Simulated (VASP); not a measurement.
# Si40H16C in VASP: single point with PBEsol

Aim: the single point of Si40H16C with PBEsol.

Program: VASP 6.6.1. These are calculated values, not measurements. Logs are shortened: lines on timing, memory, paths and dates and some standing lists are left out, and cuts for length are marked.

**1. The cell of the first run**

The cell holds a slab with vacuum, 57 atoms: a = 7.679 Å, b = 15.358 Å, c = 19.256 Å, α = 90.00°, β = 90.00°, γ = 90.00°.

**2. Single point, PBEsol, collinear spin, zero start**

INCAR reads:

```
SYSTEM = Si40H16C
ALGO = Normal
EDIFF = 1E-6
ENCUT = 520
GGA = PS
GGA_COMPAT = .False.
ISIF = 2
ISMEAR = -1
ISPIN = 2
LASPH = .True.
LCHARG = .False.
LORBIT = 11
LREAL = Auto
LWAVE = .False.
MAGMOM = 0 0 0 0 0 0 0 0 0 0 0 0 0 0 0 0 0 0 0 0 0 0 0 0 0 0 0 0 0 0 0 0 0 0 0 0 0 0 0 0 0 0 0 0 0 0 0 0 0 0 0 0 0 0 0 0 0
NBANDS = 128
NCORE = 4
NELM = 200
NELMDL = -8
PREC = Accurate
SIGMA = 0.02
```

KPOINTS reads:

```
k-points
0
Gamma
  2 1 1
  0 0 0
```

POSCAR reads:

```
Si40H16C
1.0
    7.6791800000      0.0000000000      0.0000000000
    0.0000000000     15.3583590000      0.0000000000
    0.0000000000      0.0000000000     19.2555000000
H Si C
16 40 1
Direct
    0.4093920184      0.0000000000      0.0519332139
    0.0906079816      0.0000000000      0.0519332139
    0.9093920184      0.0000000000      0.0519332139
    0.5906079816      0.0000000000      0.0519332139
    0.4093920184      0.2500000163      0.0519332139
    0.0906079816      0.2500000163      0.0519332139
    0.9093920184      0.2500000163      0.0519332139
    0.5906079816      0.2500000163      0.0519332139
    0.4093920184      0.5000000326      0.0519332139
    0.0906079816      0.5000000326      0.0519332139
    0.9093920184      0.5000000326      0.0519332139
    0.5906079816      0.5000000326      0.0519332139
    0.4093920184      0.7499999837      0.0519332139
    0.0906079816      0.7499999837      0.0519332139
    0.9093920184      0.7499999837      0.0519332139
    0.5906079816      0.7499999837      0.0519332139
    0.2500000000      0.0000000000      0.0968814105
    0.7500000000      0.0000000000      0.0968814105
    0.2500000000      0.2500000163      0.0968814105
    0.7500000000      0.2500000163      0.0968814105
    0.2500000000      0.5000000326      0.0968814105
    0.7500000000      0.5000000326      0.0968814105
    0.2500000000      0.7499999837      0.0968814105
    0.7500000000      0.7499999837      0.0968814105
    0.2505642530      0.1252605177      0.1636786892
    0.7495375808      0.1252788140      0.1637121861
    0.2461110431      0.3746208172      0.1692339851
    0.7545304316      0.3738271778      0.1680327699
    0.2392268445      0.6256553190      0.1639314482
    0.7558390349      0.6251902303      0.1640063359
    0.2494324915      0.8751301490      0.1690795357
    0.7543364005      0.8752026177      0.1690265638
    0.0001116005      0.1216337631      0.2308553400
    0.5000037764      0.1219867956      0.2317347771
   -0.0017930300      0.3778696669      0.2446740931
    0.5022007558      0.3707076388      0.2362565501
   -0.0030326155      0.6220112448      0.2404057023
    0.4970748179      0.6262245856      0.2249901067
    0.0030774119      0.8755385911      0.2439245410
    0.5023152212      0.8807909751      0.2385495053
    0.0006279316      0.0058605219      0.3094017813
    0.5004499178      0.0059834517      0.3097034613
   -0.0000994898      0.2449541647      0.3073932643
    0.5004617681      0.2456576904      0.3081187713
   -0.0208354277      0.5040578228      0.3202110046
    0.5018297527      0.5036140254      0.2951952429
    0.0189864022      0.7465276727      0.3156161616
    0.5108287604      0.7498309552      0.2989164135
    0.2503187840      0.0315309077      0.3787221833
    0.7505324787      0.0312996330      0.3787298175
    0.2503975685      0.1722297936      0.3398769183
    0.7500873791      0.1718831419      0.3398210901
    0.2608378759      0.5335532266      0.3627437356
    0.7001950729      0.5492752188      0.3809292929
    0.2949252394      0.6898471380      0.3670736673
    0.7538224133      0.6947104180      0.3534216717
    0.4425454280      0.5922152881      0.4028311392
```

Potentials or basis: VASP PAW PBE potentials, release 64 (H, Si, C).

Started as:

```sh
> cat potpaw_PBE.64/H/POTCAR potpaw_PBE.64/Si/POTCAR potpaw_PBE.64/C/POTCAR > POTCAR
> mpirun -np 4 vasp_std > vasp.out
```

OUTCAR:

```text
SYSTEM = Si40H16C
   EDIFF = 1E-6
   ENCUT = 520
   GGA = PS
   ISIF = 2
   ISMEAR = -1
   ISPIN = 2
   LASPH = .True.
   LORBIT = 11
   LREAL = Auto
   NELM = 200
   NELMDL = -8
   PREC = Accurate

 ion  position               nearest neighbor table
   1  0.409  0.000  0.052-  17 1.50
   2  0.091  0.000  0.052-  17 1.50
   3  0.909  0.000  0.052-  18 1.50
   4  0.591  0.000  0.052-  18 1.50
   5  0.409  0.250  0.052-  19 1.50
   6  0.091  0.250  0.052-  19 1.50
[... 8 lines left out ...]
  15  0.909  0.750  0.052-  24 1.50
  16  0.591  0.750  0.052-  24 1.50
  17  0.250  0.000  0.097-   1 1.50   2 1.50  25 2.31  31 2.37
  18  0.750  0.000  0.097-   3 1.50   4 1.50  26 2.31  32 2.37
  19  0.250  0.250  0.097-   5 1.50   6 1.50  25 2.31  27 2.37
  20  0.750  0.250  0.097-   7 1.50   8 1.50  26 2.31  28 2.34
  21  0.250  0.500  0.097-   9 1.50  10 1.50  29 2.32  27 2.38
  22  0.750  0.500  0.097-  11 1.50  12 1.50  30 2.32  28 2.37
[... 8 lines left out ...]
  31  0.249  0.875  0.169-  40 2.36  17 2.37  23 2.37  39 2.38
  32  0.754  0.875  0.169-  40 2.35  18 2.37  24 2.37  39 2.39
  33  0.000  0.122  0.231-  25 2.32  26 2.32  41 2.33  43 2.40  52 2.95  51 2.95
  34  0.500  0.122  0.232-  25 2.32  26 2.32  42 2.33  44 2.40  51 2.93  52 2.93
  35  0.998  0.378  0.245-  43 2.37  28 2.38  27 2.40  45 2.43
  36  0.502  0.371  0.236-  46 2.34  28 2.34  27 2.35  44 2.37
  37  0.997  0.622  0.240-  30 2.37  29 2.37  45 2.38  47 2.40  56 3.08
  38  0.497  0.626  0.225-  29 2.30  30 2.31  46 2.32  48 2.38
  39  0.003  0.876  0.244-  41 2.37  31 2.38  32 2.39  47 2.42
  40  0.502  0.881  0.239-  48 2.32  32 2.35  31 2.36  42 2.36
  41  0.001  0.006  0.309-  33 2.33  39 2.37  49 2.37  50 2.37
  42  0.500  0.006  0.310-  34 2.33  40 2.36  50 2.37  49 2.37
  43  1.000  0.245  0.307-  52 2.31  51 2.31  35 2.37  33 2.40
  44  0.500  0.246  0.308-  52 2.31  51 2.31  36 2.37  34 2.40
  45  0.979  0.504  0.320-  53 2.36  37 2.38  35 2.43  54 2.54
  46  0.502  0.504  0.295-  53 2.31  38 2.32  36 2.34  54 2.35  57 2.52
  47  0.019  0.747  0.316-  56 2.30  37 2.40  39 2.42  55 2.50
  48  0.511  0.750  0.299-  56 2.30  55 2.31  40 2.32  38 2.38
  49  0.250  0.032  0.379-  51 2.29  42 2.37  41 2.37
  50  0.751  0.031  0.379-  52 2.29  42 2.37  41 2.37
  51  0.250  0.172  0.340-  49 2.29  44 2.31  43 2.31  34 2.93  33 2.95
  52  0.750  0.172  0.340-  50 2.29  43 2.31  44 2.31  34 2.93  33 2.95
  53  0.261  0.534  0.363-  57 1.83  46 2.31  45 2.36  55 2.42
  54  0.700  0.549  0.381-  57 2.13  56 2.33  46 2.35  45 2.54
  55  0.295  0.690  0.367-  57 2.00  48 2.31  53 2.42  47 2.50
  56  0.754  0.695  0.353-  48 2.30  47 2.30  54 2.33  37 3.08
  57  0.443  0.592  0.403-  53 1.83  55 2.00  54 2.13  46 2.52

  LATTYP: Found a simple orthorhombic cell.
 ALAT       =     7.6791800000
 B/A-ratio  =     1.9999998698
 C/A-ratio  =     2.5074942898

  Lattice vectors:

 A1 = (   7.6791800000,   0.0000000000,   0.0000000000)
 A2 = (   0.0000000000,  15.3583590000,   0.0000000000)
 A3 = (   0.0000000000,   0.0000000000,  19.2555000000)

Analysis of symmetry for initial positions (statically):
=====================================================================
 Subroutine PRICEL returns:
 Original cell was already a primitive cell.

 Routine SETGRP: Setting up the symmetry group for a
 simple orthorhombic supercell.

 Subroutine GETGRP returns: Found  1 space group operations
 (whereof  1 operations were pure point group operations)
 out of a pool of  8 trial point group operations.

The static configuration has the point symmetry C_1 .

Analysis of symmetry for dynamics (positions and initial velocities):
=====================================================================
 Subroutine PRICEL returns:
 Original cell was already a primitive cell.

 Routine SETGRP: Setting up the symmetry group for a
 simple orthorhombic supercell.

 Subroutine GETGRP returns: Found  1 space group operations
 (whereof  1 operations were pure point group operations)
 out of a pool of  8 trial point group operations.

The dynamic configuration has the point symmetry C_1 .

Analysis of structural, dynamic, and magnetic symmetry:
=====================================================================
 Subroutine PRICEL returns:
[... 192 lines left out ...]
   LSORBIT =      F    spin-orbit coupling
   LASPH  =      T    aspherical Exc in radial PAW
   ENCUT  =  520.0 eV  38.22 Ry    6.18 a.u.  14.28 28.56 35.80*2*pi/ulx,y,z
   NELM   =    200;   NELMIN=  2; NELMDL= -8     # of ELM steps
   EDIFF  = 0.1E-05   stopping-criterion for ELM
   LREAL  =      T    real-space projection
   EDIFFG = 0.1E-04   stopping-criterion for IOM
   NSW    =      0    number of steps for IOM
   IBRION =     -1    ionic relax: 0-MD 1-quasi-New 2-CG
   NFREE  =      0    steps in history (QN), initial steepest desc. (CG)
   ISIF   =      2    stress and relaxation
   ISYM   =      2    0-nonsym 1-usesym 2-fastsym
   POTIM  = 0.5000    time-step for ionic-motion
   TEBEG  =    0.0;   TEEND  =   0.0 temperature during run
   PSTRESS=    0.0 pullay stress
   NELECT =     180.0000    total number of electrons
   NUPDOWN=      -1.0000    fix difference up-down
   EMIN   =  10.00;   EMAX   =-10.00  energy-range for DOS
   EFERMI =   0.00;   METHOD = LEGACY
   ISMEAR =    -1;   SIGMA  =   0.02  broadening in eV -4-tet -1-fermi 0-gaus
   EFERMI_NEDOS =   21; number of points for ismear=-14 and -15
   IALGO  =     38    algorithm
   IMIX   =      4    mixing-type and parameters
     AMIX     =   0.40;   BMIX     =  1.00
     AMIX_MAG =   1.60;   BMIX_MAG =  1.00
  volume/ion in A,a.u.               =      39.84       268.87
  Fermi-wavevector in a.u.,A,eV,Ry     =   0.703225  1.328902  6.728423  0.494525
  Thomas-Fermi vector in A             =   1.788138
   LORBIT       =     11    0 simple, 1 ext, 2 COOP (PROOUT), +10 PAW based schemes
   GGA     = PS    functional components
   LHFCALC =     F    Hartree Fock is set to
   AEXX    =    0.0000 exact exchange contribution
   IVDW    =     0    specifies the selected vdW correction
   LEPSILON=     F    determine dielectric tensor
   LRPA    =     F    only Hartree local field effects (RPA)
 spin polarized calculation
  energy-cutoff  :      520.00
  volume of cell :     2270.99
 maximum number of plane-waves:     61092
 NGX is ok and might be reduce to    60
   NGX = 29   NGY = 57   NGZ = 71

 number of electron     180.0000004 magnetization       0.0000000

 number of electron     180.0000004 magnetization      -0.0000000

 Free energy of the ion-electron system (eV)
  ---------------------------------------------------
  ext. energy  EPLUGINS =         0.00000000
  ---------------------------------------------------
  free energy    TOTEN  =      -273.30985118 eV

  energy without entropy =     -273.30984676  energy(sigma->0) =     -273.30984897

 E-fermi :  -0.8265     XC(G=0):  -4.3333

 val. band max:       -1.0604838895   @ k =   0.5000   0.0000   0.0000
 cond. band min:      -0.5933971044   @ k =   0.0000   0.0000   0.0000
 fundamental gap:      0.4670867851
 Fermi energy:        -0.8265374736

 spin component 1

 k-point     1 :       0.0000    0.0000    0.0000
  band No.  band energies     occupation
      1     -13.6605      1.00000
      2     -12.6787      1.00000
      3     -12.0144      1.00000
      4     -11.7246      1.00000
      5     -11.3118      1.00000
      6     -10.9067      1.00000
[... 199 lines left out ...]
    101       1.1290      0.00000
    102       1.1491      0.00000
 Fermi energy:        -0.8265374736

 spin component 2

 k-point     1 :       0.0000    0.0000    0.0000
  band No.  band energies     occupation
      1     -13.6605      1.00000
      2     -12.6787      1.00000
      3     -12.0144      1.00000
      4     -11.7246      1.00000
      5     -11.3118      1.00000
      6     -10.9067      1.00000
[... 199 lines left out ...]
    101       1.1290      0.00000
    102       1.1491      0.00000
 [bands above 102 left out]

------------------------ aborting loop because EDIFF is reached ----------------------------------------

  FORCE on cell =-STRESS in cart. coord.  units (eV):
  Direction    XX          YY          ZZ          XY          YZ          ZX
  --------------------------------------------------------------------------------------
  -------------------------------------------------------------------------------------
  Total       27.6568219     -0.9094971      2.2416437      2.9327402      0.4162961     -1.9667893
  in kB       19.5118475     -0.6416488      1.5814764      2.0690439      0.2936963     -1.3875669
  external PRESSURE =       6.8172250 kB  Pullay stress =       0.0000000 kB

 VOLUME and BASIS-vectors are now :
 -----------------------------------------------------------------------------
  energy-cutoff  :      520.00
  volume of cell :     2270.99
      direct lattice vectors                 reciprocal lattice vectors
     7.679180000  0.000000000  0.000000000     0.130222237  0.000000000  0.000000000
     0.000000000 15.358359000  0.000000000     0.000000000  0.065111123  0.000000000
     0.000000000  0.000000000 19.255500000     0.000000000  0.000000000  0.051933214

 POSITION                                       TOTAL-FORCE (eV/Angst)
 -----------------------------------------------------------------------------------
      3.14379      0.00000      1.00000        -0.457750     -0.096162     -0.059199
      0.69580      0.00000      1.00000         0.463386     -0.045793     -0.070389
      6.98338      0.00000      1.00000        -0.476830     -0.023478     -0.089565
      4.53539      0.00000      1.00000         0.440033     -0.128999     -0.037778
      3.14379      3.83959      1.00000        -0.459446      0.127513     -0.034148
      0.69580      3.83959      1.00000         0.497843      0.040350     -0.073029
[... 49 lines left out ...]
      5.78874     10.66961      6.80531         0.246935     -0.255133     -0.443384
      3.39839      9.09545      7.75672        -0.679889      0.571741      0.122183
 -----------------------------------------------------------------------------------
    total drift:                                0.001369     -0.014672     -0.003845

  FREE ENERGIE OF THE ION-ELECTRON SYSTEM (eV)
  ---------------------------------------------------
  free  energy   TOTEN  =      -273.3098511773 eV

  energy  without entropy=     -273.3098467600  energy(sigma->0) =     -273.30984897

 total charge

# of ion       s       p       d       tot
------------------------------------------
    1        0.557   0.018   0.000   0.576
    2        0.557   0.018   0.000   0.576
    3        0.558   0.018   0.000   0.576
    4        0.556   0.018   0.000   0.575
    5        0.556   0.018   0.000   0.575
    6        0.558   0.018   0.000   0.576
[... 49 lines left out ...]
   56        0.807   0.841   0.000   1.648
   57        0.935   1.322   0.000   2.257
--------------------------------------------------
tot         40.346  38.793   0.000  79.139

 magnetization (x)

# of ion       s       p       d       tot
------------------------------------------
    1       -0.000   0.000   0.000  -0.000
    2        0.000   0.000   0.000   0.000
    3        0.000   0.000   0.000   0.000
    4        0.000   0.000   0.000   0.000
    5       -0.000   0.000   0.000   0.000
    6       -0.000  -0.000   0.000  -0.000
[... 49 lines left out ...]
   56       -0.000   0.000   0.000  -0.000
   57        0.000   0.000   0.000   0.000
--------------------------------------------------
tot         -0.000   0.000   0.000   0.000
```

Wall time 21 min (4 MPI ranks of Intel Xeon Platinum 8488C (Sapphire Rapids), shared host); peak memory 0.88 GiB.

What came out:

```yaml
Free_energy: -273.3099 eV
Largest_force: 0.897 eV/Å
Band_gap_on_the_k_mesh: 0.47 eV (least direct gap 0.59 eV)
Net_moment: 0.00 μB per cell
Valence_electrons_inside_the_program's_atomic_spheres: H 0.58, 0.57 (each value once); Si 1.75, 1.76, 1.74, 1.68, 1.69, 1.73, 1.72, 1.64, 1.65, 1.70, 1.67, 1.63, 1.66, 1.60, 1.62 (each value once); C 2.26
```

Forces in eV/Å, atoms in the order of the input:
```
H   -0.458 -0.096 -0.059
H    0.463 -0.046 -0.070
H   -0.477 -0.023 -0.090
H    0.440 -0.129 -0.038
H   -0.459  0.128 -0.034
H    0.498  0.040 -0.073
H   -0.515 -0.005 -0.102
H    0.462  0.111 -0.038
H   -0.445 -0.025 -0.011
H    0.479 -0.127 -0.086
H   -0.484 -0.127 -0.094
H    0.450 -0.053 -0.023
H   -0.444 -0.007 -0.012
H    0.484  0.182 -0.114
H   -0.475  0.125 -0.094
H    0.454  0.035 -0.023
Si  -0.067 -0.207  0.079
Si   0.174 -0.184  0.078
Si  -0.160  0.208  0.101
Si   0.214  0.143 -0.053
Si  -0.180 -0.144  0.239
Si   0.205 -0.189  0.150
Si  -0.283  0.276  0.081
Si   0.242  0.240  0.122
Si   0.006  0.007  0.000
Si  -0.003  0.007  0.008
Si   0.003  0.013 -0.004
Si   0.013  0.010 -0.017
Si   0.038 -0.006 -0.059
Si  -0.062 -0.023 -0.028
Si  -0.003  0.019 -0.027
Si   0.014 -0.046  0.021
Si   0.002 -0.007 -0.007
Si  -0.003  0.009 -0.006
Si   0.018  0.037  0.004
Si   0.092 -0.022 -0.024
Si  -0.067  0.027 -0.024
Si   0.029 -0.054  0.073
Si   0.036 -0.031  0.020
Si  -0.018  0.014 -0.026
Si   0.006 -0.016  0.021
Si   0.000  0.002  0.008
Si  -0.004  0.039 -0.009
Si   0.008  0.039 -0.011
Si  -0.143 -0.071 -0.036
Si  -0.007 -0.126  0.002
Si   0.461 -0.075  0.116
Si   0.083 -0.022 -0.131
Si   0.006 -0.005  0.017
Si   0.004 -0.020  0.009
Si   0.001  0.017 -0.011
Si   0.005  0.004 -0.009
Si   0.022 -0.098 -0.368
Si  -0.617  0.429  0.358
Si   0.396 -0.490  0.623
Si   0.247 -0.255 -0.443
C   -0.680  0.572  0.122
```

Levels at points of the mesh, in eV from the valence-band top:
Spin up:
```
           k point  band 87  band 88  band 89  band 90  band 91  band 92  band 93  band 94
(0.00, 0.00, 0.00)    -0.39    -0.28    -0.20    -0.12     0.47     0.72     0.77     0.94
(0.50, 0.00, 0.00)    -0.17    -0.10    -0.07     0.00     0.90     1.16     1.35     1.39
```
Spin down:
| k point | band 88 | band 89 | band 90 | band 91 | band 92 | band 93 |
| --- | --- | --- | --- | --- | --- | --- |
| (0.00, 0.00, 0.00) | -0.28 | -0.20 | -0.12 | 0.47 | 0.72 | 0.77 |
| (0.50, 0.00, 0.00) | -0.10 | -0.07 | 0.00 | 0.90 | 1.16 | 1.35 |

Caveat: the PAW data sets were made with another functional, which shifts forces and pressure a little.
